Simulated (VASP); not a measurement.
Input of a VASP 6.6.1 run:

Contents of INCAR:

```
SYSTEM = Sr
ALGO = Normal
EDIFF = 1E-7
ENCUT = 520
GGA = PE
ISIF = 2
ISMEAR = -1
LASPH = .True.
LCHARG = .False.
LREAL = .False.
LWAVE = .False.
NBANDS = 11
NELM = 80
PREC = Accurate
SIGMA = 0.05
```

Contents of KPOINTS:

```
k-points
0
Gamma
  13 13 13
  0 0 0
```

The input POSCAR:

```
Sr
1.0
   -2.0984352352      2.0984352352      2.0984352352
    2.0984352352     -2.0984352352      2.0984352352
    2.0984352352      2.0984352352     -2.0984352352
Sr
1
Direct
    0.0000000000      0.0000000000      0.0000000000
```

Potentials or basis: VASP PAW PBE potentials, release 64 (Sr_sv).

Command:

```console
$ cat potpaw_PBE.64/Sr_sv/POTCAR > POTCAR
$ mpirun -np 1 vasp_std > vasp.out
```

**Question.** Estimate the pressure.

**Answer.** 8.3 GPa.

**Question.** What does it give for the band gap on the k mesh?

**Answer.** Zero (bands 5 and 6 overlap by 1.28 eV).

Caveat: the cell stands under pressure.
